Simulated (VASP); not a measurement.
# Ni (Fm-3m) in VASP: further runs

Runs on Ni. Level: PBE. Tasks: electric field gradients.

Everything below comes from runs of VASP 6.6.1. Logs are shortened: lines on timing, memory, paths and dates and some standing lists are left out, and cuts for length are marked.

## Step 1: The cell of the first run

It takes space group Fm-3m (No. 225, cubic). Conventional cell: a = 3.464 Å, b = 3.464 Å, c = 3.464 Å, α = 90.00°, β = 90.00°, γ = 90.00°. Ni (site symmetry m-3m) has 12 Ni at 2.45 Å within 3.2 Å.

## Step 2: Electric field gradients, PBE, collinear spin, ferromagnetic start (10.39 Å³/atom)

The input, INCAR:

```
SYSTEM = Ni
ALGO     = Normal         ! electronic algorithm
EDIFF    = 1E-8           ! SCF threshold, eV
ENCUT    = 520            ! plane-wave cutoff, eV
GGA      = PE             ! functional
ISIF     = 2              ! what is computed and relaxed
ISMEAR   = -1             ! smearing method
ISPIN    = 2              ! spin polarisation
LASPH    = .True.         ! aspherical terms in the spheres
LCHARG   = .False.        ! write CHGCAR
LEFG     = .True.       
LMAXMIX  = 4              ! l up to which the mixer works
LORBIT   = 11             ! projections on sites
LREAL    = .False.        ! projectors in reciprocal space
LWAVE    = .False.        ! write WAVECAR
MAGMOM   = 1.5            ! initial moments
NBANDS   = 15             ! bands
NELM     = 150            ! most SCF steps
PREC     = Accurate       ! precision mode
SIGMA    = 0.05           ! smearing width, eV
```

The input, KPOINTS:

```
k-points
0
Gamma
  20 20 20
  0 0 0
```

The input, POSCAR:

```
Ni
1.0
    0.0000000000      1.7318592609      1.7318592609
    1.7318592609      0.0000000000      1.7318592609
    1.7318592609      1.7318592609      0.0000000000
Ni
1
Direct
    0.0000000000      0.0000000000      0.0000000000
```

Potentials or basis: VASP PAW PBE potentials, release 64 (Ni).

Launch:

```bash
cat potpaw_PBE.64/Ni/POTCAR > POTCAR
mpirun -np 1 vasp_std > vasp.out
```

OUTCAR:

```text
SYSTEM = Ni
   EDIFF = 1E-8
   ENCUT = 520
   GGA = PE
   ISIF = 2
   ISMEAR = -1
   ISPIN = 2
   LASPH = .True.
   LORBIT = 11
   LREAL = .False.
   NELM = 150
   PREC = Accurate

 ion  position               nearest neighbor table
   1  0.000  0.000  0.000-

  LATTYP: Found a face centered cubic cell.
 ALAT       =     3.4637185218

  Lattice vectors:

 A1 = (   0.0000000000,   1.7318592609,   1.7318592609)
 A2 = (   1.7318592609,   0.0000000000,   1.7318592609)
 A3 = (   1.7318592609,   1.7318592609,   0.0000000000)

Analysis of symmetry for initial positions (statically):
=====================================================================
 Subroutine PRICEL returns:
 Original cell was already a primitive cell.

 Routine SETGRP: Setting up the symmetry group for a
 face centered cubic supercell.

 Subroutine GETGRP returns: Found 48 space group operations
 (whereof 48 operations were pure point group operations)
 out of a pool of 48 trial point group operations.

The static configuration has the point symmetry O_h .

Analysis of symmetry for dynamics (positions and initial velocities):
=====================================================================
 Subroutine PRICEL returns:
 Original cell was already a primitive cell.

 Routine SETGRP: Setting up the symmetry group for a
 face centered cubic supercell.

 Subroutine GETGRP returns: Found 48 space group operations
 (whereof 48 operations were pure point group operations)
 out of a pool of 48 trial point group operations.

The dynamic configuration has the point symmetry O_h .

Analysis of structural, dynamic, and magnetic symmetry:
=====================================================================
 Subroutine PRICEL returns:
 Original cell was already a primitive cell.

 Routine SETGRP: Setting up the symmetry group for a
 face centered cubic supercell.

 Subroutine GETGRP returns: Found 48 space group operations
 (whereof 48 operations were pure point group operations)
 out of a pool of 48 trial point group operations.

The overall configuration has the point symmetry O_h .

 Subroutine INISYM returns: Found 48 space group operations
 (whereof 48 operations are pure point group operations),
 and found     1 'primitive' translations

----------------------------------------------------------------------------------------

                                     Primitive cell

  volume of cell :      10.3889

  direct lattice vectors                    reciprocal lattice vectors
     0.000000000  1.731859261  1.731859261    -0.288707063  0.288707063  0.288707063
     1.731859261  0.000000000  1.731859261     0.288707063 -0.288707063  0.288707063
     1.731859261  1.731859261  0.000000000     0.288707063  0.288707063 -0.288707063

  length of vectors
     2.449218855  2.449218855  2.449218855     0.500055301  0.500055301  0.500055301

  position of ions in fractional coordinates (direct lattice)
     0.000000000  0.000000000  0.000000000

  ion indices of the primitive-cell ions
   primitive index   ion index
                 1           1

----------------------------------------------------------------------------------------

 KPOINTS: k-points

Automatic generation of k-mesh.
 Grid dimensions read from file:
 generate k-points for:   20   20   20

 Generating k-lattice:

  Cartesian coordinates                     Fractional coordinates (reciprocal lattice)
    -0.014435353  0.014435353  0.014435353     0.050000000  0.000000000  0.000000000
     0.014435353 -0.014435353  0.014435353     0.000000000  0.050000000  0.000000000
     0.014435353  0.014435353 -0.014435353     0.000000000  0.000000000  0.050000000

  Length of vectors
     0.025002765  0.025002765  0.025002765

  Shift w.r.t. Gamma in fractional coordinates (k-lattice)
     0.000000000  0.000000000  0.000000000

 Subroutine IBZKPT returns following result:
 ===========================================

 Found    256 irreducible k-points:

 Following reciprocal coordinates:
            Coordinates               Weight
[... 61 lines left out ...]
   IMIX   =      4    mixing-type and parameters
     AMIX     =   0.40;   BMIX     =  1.00
     AMIX_MAG =   1.60;   BMIX_MAG =  1.00
  volume/ion in A,a.u.               =      10.39        70.11
  Fermi-wavevector in a.u.,A,eV,Ry     =   1.616413  3.054577 35.549163  2.612790
  Thomas-Fermi vector in A             =   2.711003
   LORBIT       =     11    0 simple, 1 ext, 2 COOP (PROOUT), +10 PAW based schemes
   GGA     = PE    functional components
   LHFCALC =     F    Hartree Fock is set to
   AEXX    =    0.0000 exact exchange contribution
   IVDW    =     0    specifies the selected vdW correction
   LEPSILON=     F    determine dielectric tensor
   LRPA    =     F    only Hartree local field effects (RPA)
 spin polarized calculation
  energy-cutoff  :      520.00
  volume of cell :       10.39
 maximum number of plane-waves:       295
   NGX =  9   NGY =  9   NGZ =  9

 number of electron      10.0000000 magnetization       1.5000000

 number of electron       9.9999994 magnetization       0.6201100

 Free energy of the ion-electron system (eV)
  ---------------------------------------------------
  ext. energy  EPLUGINS =         0.00000000
  ---------------------------------------------------
  free energy    TOTEN  =        -5.46245051 eV

  energy without entropy =       -5.44902546  energy(sigma->0) =       -5.45573799

 E-fermi :  10.0438     XC(G=0): -13.5305

 val. band max:       10.0428733428   @ k =   0.3500   0.2500   0.0500
 cond. band min:      10.0442485421   @ k =   0.4000   0.0000   0.0000
 fundamental gap:      0.0013751994
 Fermi energy:        10.0438456058

 spin component 1

 k-point     1 :       0.0000    0.0000    0.0000
  band No.  band energies     occupation
      1       0.7092      1.00000
      2       7.4940      1.00000
      3       7.4940      1.00000
      4       7.4940      1.00000
      5       8.7462      1.00000
      6       8.7462      1.00000
      7      34.1613      0.00000
      8      38.3859      0.00000
      9      38.3859      0.00000
     10      38.3859      0.00000
     11      41.4901      0.00000
     12      41.4901      0.00000
     13      41.4901      0.00000
     14      44.3318      0.00000
[... 403 lines left out ...]
      4       7.7562      1.00000
      5       9.1064      1.00000
      6       9.4774      0.99999
      7      19.5654      0.00000
      8      32.2394      0.00000
      9      34.7562      0.00000
     10      36.8359      0.00000
     11      38.7232      0.00000
     12      40.6198      0.00000
     13      45.0566      0.00000
     14      51.9238      0.00000
     15      53.2876      0.00000

 [... further k-points ...]

 spin component 2

 k-point     1 :       0.0000    0.0000    0.0000
  band No.  band energies     occupation
      1       0.6788      1.00000
      2       8.2378      1.00000
      3       8.2378      1.00000
      4       8.2378      1.00000
      5       9.3296      1.00000
      6       9.3296      1.00000
      7      34.0083      0.00000
      8      38.3648      0.00000
      9      38.3648      0.00000
     10      38.3648      0.00000
     11      41.5968      0.00000
     12      41.5968      0.00000
     13      41.5968      0.00000
     14      44.2148      0.00000
[... 403 lines left out ...]
      4       8.2629      1.00000
      5       9.8302      0.98625
      6      10.1656      0.08047
      7      19.8166      0.00000
      8      32.1996      0.00000
      9      34.7738      0.00000
     10      36.9417      0.00000
     11      38.7586      0.00000
     12      40.6446      0.00000
     13      45.1258      0.00000
     14      52.0049      0.00000
     15      53.6628      0.00000

 [... further k-points ...]

------------------------ aborting loop because EDIFF is reached ----------------------------------------

  FORCE on cell =-STRESS in cart. coord.  units (eV):
  Direction    XX          YY          ZZ          XY          YZ          ZX
  --------------------------------------------------------------------------------------
  -------------------------------------------------------------------------------------
  Total        0.6727763      0.6727763      0.6727763      0.0000000      0.0000000      0.0000000
  in kB      103.7560582    103.7560582    103.7560582      0.0000000      0.0000000      0.0000000
  external PRESSURE =     103.7560582 kB  Pullay stress =       0.0000000 kB

 VOLUME and BASIS-vectors are now :
 -----------------------------------------------------------------------------
  energy-cutoff  :      520.00
  volume of cell :       10.39
      direct lattice vectors                 reciprocal lattice vectors
     0.000000000  1.731859261  1.731859261    -0.288707063  0.288707063  0.288707063
     1.731859261  0.000000000  1.731859261     0.288707063 -0.288707063  0.288707063
     1.731859261  1.731859261  0.000000000     0.288707063  0.288707063 -0.288707063

 POSITION                                       TOTAL-FORCE (eV/Angst)
 -----------------------------------------------------------------------------------
      0.00000      0.00000      0.00000         0.000000      0.000000     -0.000000
 -----------------------------------------------------------------------------------
    total drift:                                0.000000     -0.000000     -0.000000

  FREE ENERGIE OF THE ION-ELECTRON SYSTEM (eV)
  ---------------------------------------------------
  free  energy   TOTEN  =        -5.4624505149 eV

  energy  without entropy=       -5.4490254563  energy(sigma->0) =       -5.45573799

 Electric field gradients (V/A^2)
---------------------------------------------------------------------
 ion       V_xx      V_yy      V_zz      V_xy      V_xz      V_yz
---------------------------------------------------------------------
   1      -0.000    -0.000     0.000     0.000     0.000     0.000
---------------------------------------------------------------------

 Electric field gradients after diagonalization (V/A^2)
 (convention: |V_zz| > |V_xx| > |V_yy|)
----------------------------------------------------------------------
 ion       V_xx      V_yy      V_zz     asymmetry (V_yy - V_xx)/ V_zz
----------------------------------------------------------------------
   1      -0.000    -0.000     0.000       0.000
----------------------------------------------------------------------

           NMR quadrupolar parameters

 Cq : quadrupolar parameter    Cq=e*Q*V_zz/h
 eta: asymmetry parameters     (V_yy - V_xx)/ V_zz
 Q  : nuclear electric quadrupole moment in mb (millibarn)
----------------------------------------------------------------------
 ion       Cq(MHz)       eta       Q (mb)
----------------------------------------------------------------------
   1       0.000       0.000       1.000
----------------------------------------------------------------------

 total charge

# of ion       s       p       d       tot
------------------------------------------
    1        0.518   0.541   8.337   9.396

 magnetization (x)

# of ion       s       p       d       tot
------------------------------------------
    1       -0.006  -0.025   0.660   0.628
```

Run time: 69 s. Hardware: 1 thread of Intel Xeon Platinum 8488C (Sapphire Rapids), shared host; peak memory 0.17 GiB.

What came out:

```
Free energy                                           : -5.4625 eV
Pressure                                              : 10.4 GPa
Net moment                                            : 0.62 μB per cell
Site moments                                          : Ni +0.63 μB
Largest electric field gradient by atom               : under 0.05 V/Å² on every atom
Valence electrons inside the program's atomic spheres : Ni 9.40
```

Caveat: the cell stands under pressure.

## Step 3: Electric field gradients, PBE, collinear spin, ferromagnetic start (10.39 Å³/atom)

The input, INCAR:

```
PREC = Accurate ; ENCUT = 520
EDIFF = 1E-8 ; ISMEAR = -1
SIGMA = 0.05 ; LREAL = F
LASPH = T ; NELM = 150
ALGO = Normal ; ISIF = 2
LWAVE = F ; LCHARG = F
ISPIN = 2 ; MAGMOM = 1.5
LORBIT = 11 ; LMAXMIX = 4
GGA = PE ; LEFG = T
NBANDS = 15
```

The input, KPOINTS:

```
regular mesh
0
Gamma
  20 20 20
```

POSCAR is that of step 2.

Potentials or basis: VASP PAW PBE potentials, release 64 (Ni).

Launch:

```bash
cat potpaw_PBE.64/Ni/POTCAR > POTCAR
mpirun -np 1 vasp_std > vasp.out
```

OUTCAR:

```text
PREC = Accurate
   ENCUT = 520
   EDIFF = 1E-8
   ISMEAR = -1
   LREAL = F
   LASPH = T
   NELM = 150
   ISIF = 2
   ISPIN = 2
   LORBIT = 11
   GGA = PE

 ion  position               nearest neighbor table
   1  0.000  0.000  0.000-

  LATTYP: Found a face centered cubic cell.
 ALAT       =     3.4637185218

  Lattice vectors:

 A1 = (   0.0000000000,   1.7318592609,   1.7318592609)
 A2 = (   1.7318592609,   0.0000000000,   1.7318592609)
 A3 = (   1.7318592609,   1.7318592609,   0.0000000000)

Analysis of symmetry for initial positions (statically):
=====================================================================
 Subroutine PRICEL returns:
 Original cell was already a primitive cell.

 Routine SETGRP: Setting up the symmetry group for a
 face centered cubic supercell.

 Subroutine GETGRP returns: Found 48 space group operations
 (whereof 48 operations were pure point group operations)
 out of a pool of 48 trial point group operations.

The static configuration has the point symmetry O_h .

Analysis of symmetry for dynamics (positions and initial velocities):
=====================================================================
 Subroutine PRICEL returns:
 Original cell was already a primitive cell.

 Routine SETGRP: Setting up the symmetry group for a
 face centered cubic supercell.

 Subroutine GETGRP returns: Found 48 space group operations
 (whereof 48 operations were pure point group operations)
 out of a pool of 48 trial point group operations.

The dynamic configuration has the point symmetry O_h .

Analysis of structural, dynamic, and magnetic symmetry:
=====================================================================
 Subroutine PRICEL returns:
 Original cell was already a primitive cell.
[... 1030 lines left out ...]
     15      53.6628      0.00000

 [... further k-points ...]

------------------------ aborting loop because EDIFF is reached ----------------------------------------

  FORCE on cell =-STRESS in cart. coord.  units (eV):
  Direction    XX          YY          ZZ          XY          YZ          ZX
  --------------------------------------------------------------------------------------
  -------------------------------------------------------------------------------------
  Total        0.6727763      0.6727763      0.6727763      0.0000000      0.0000000      0.0000000
  in kB      103.7560582    103.7560582    103.7560582      0.0000000      0.0000000      0.0000000
  external PRESSURE =     103.7560582 kB  Pullay stress =       0.0000000 kB

 VOLUME and BASIS-vectors are now :
 -----------------------------------------------------------------------------
  energy-cutoff  :      520.00
  volume of cell :       10.39
      direct lattice vectors                 reciprocal lattice vectors
     0.000000000  1.731859261  1.731859261    -0.288707063  0.288707063  0.288707063
     1.731859261  0.000000000  1.731859261     0.288707063 -0.288707063  0.288707063
     1.731859261  1.731859261  0.000000000     0.288707063  0.288707063 -0.288707063

 POSITION                                       TOTAL-FORCE (eV/Angst)
 -----------------------------------------------------------------------------------
      0.00000      0.00000      0.00000         0.000000      0.000000     -0.000000
 -----------------------------------------------------------------------------------
    total drift:                                0.000000     -0.000000     -0.000000

  FREE ENERGIE OF THE ION-ELECTRON SYSTEM (eV)
  ---------------------------------------------------
  free  energy   TOTEN  =        -5.4624505149 eV

  energy  without entropy=       -5.4490254563  energy(sigma->0) =       -5.45573799

 Electric field gradients (V/A^2)
---------------------------------------------------------------------
 ion       V_xx      V_yy      V_zz      V_xy      V_xz      V_yz
---------------------------------------------------------------------
   1      -0.000    -0.000     0.000     0.000     0.000     0.000
---------------------------------------------------------------------

 Electric field gradients after diagonalization (V/A^2)
 (convention: |V_zz| > |V_xx| > |V_yy|)
----------------------------------------------------------------------
 ion       V_xx      V_yy      V_zz     asymmetry (V_yy - V_xx)/ V_zz
----------------------------------------------------------------------
   1      -0.000    -0.000     0.000       0.000
----------------------------------------------------------------------

           NMR quadrupolar parameters

 Cq : quadrupolar parameter    Cq=e*Q*V_zz/h
 eta: asymmetry parameters     (V_yy - V_xx)/ V_zz
 Q  : nuclear electric quadrupole moment in mb (millibarn)
----------------------------------------------------------------------
 ion       Cq(MHz)       eta       Q (mb)
----------------------------------------------------------------------
   1       0.000       0.000       1.000
----------------------------------------------------------------------

 total charge

# of ion       s       p       d       tot
------------------------------------------
    1        0.518   0.541   8.337   9.396

 magnetization (x)

# of ion       s       p       d       tot
------------------------------------------
    1       -0.006  -0.025   0.660   0.628
```

Run time: 70 s. Hardware: 1 thread of Intel Xeon Platinum 8488C (Sapphire Rapids), shared host; peak memory 0.17 GiB.

Results:

```
Free energy                                           : -5.4625 eV
Pressure                                              : 10.4 GPa
Net moment                                            : 0.62 μB per cell
Site moments                                          : Ni +0.63 μB
Largest electric field gradient by atom               : under 0.05 V/Å² on every atom
Valence electrons inside the program's atomic spheres : Ni 9.40
```

Caveat: the cell stands under pressure.

(Part 1 of 2 ends here.)
